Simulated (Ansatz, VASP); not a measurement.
ZnO in VASP and in Ansatz

```
Zn O
1.0
     0.00000    2.13250    2.13250
     2.13250    0.00000    2.13250
     2.13250    2.13250    0.00000
Zn O
1 1
Cartesian
  0.0000 0.0000 0.0000
  2.1325 2.1325 2.1325
```

Alike in both runs: task relaxation of cell and atoms; functional r2SCAN; k mesh 12 × 12 × 12; occupations gaussian, width 0.02 eV; no spin polarisation.

|  | VASP | Ansatz |
| --- | --- | --- |
| version | VASP 6.6.1 | Ansatz 0.2.0 |
| potentials or method | VASP PAW PBE potentials, release 64 (Zn, O), cutoff 600 eV | scalar-relativistic, plane waves, PAW |
| valence electrons in the cell | 18 | 18 |

Ansatz gave:

* gap on the k mesh at the Fermi level, each at its own relaxed structure (eV): 1.57
* relaxed volume (Å³/atom): 9.71
* relaxed cell length with the largest relative difference (Å): 3.018

Question: What did VASP give for the same quantities?

Answer: gap on the k mesh at the Fermi level, each at its own relaxed structure (eV): 1.52; relaxed volume (Å³/atom): 9.77; relaxed cell length with the largest relative difference (Å): 3.024.

VASP's potentials were made for PBE, not for r2SCAN.
